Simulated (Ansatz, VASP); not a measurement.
# NaI in VASP and in Ansatz

```
Na I
1.0
     0.00000    3.23640    3.23640
     3.23640    0.00000    3.23640
     3.23640    3.23640    0.00000
Na I
1 1
Direct
  0.00000 0.00000 0.00000
  0.50000 0.50000 0.50000
```

Alike in both runs: task single point; functional r2SCAN; k mesh 6 × 6 × 6; occupations gaussian, width 0.02 eV; no spin polarisation.

```csv
,VASP,Ansatz
version,VASP 6.6.1,Ansatz 0.2.0
potentials or method,"VASP PAW PBE potentials, release 64 (Na_pv, I), cutoff 520 eV","scalar-relativistic, plane waves, PAW"
valence electrons in the cell,14,26
```

Ansatz gave:

```
gap on the k mesh at the Fermi level (eV) : 4.43
least direct gap on the mesh (eV)         : 4.43
pressure (GPa)                            : -0.1
```

Q: Which values does VASP return?

A: gap on the k mesh at the Fermi level (eV): 4.44; least direct gap on the mesh (eV): 4.44; pressure (GPa): -0.2.

VASP's potentials were made for PBE, not for r2SCAN. VASP's potentials hold 14 valence electrons a cell and Ansatz's 26, so a difference there can come from the potentials and not from the codes.

Spin-orbit coupling is off throughout.
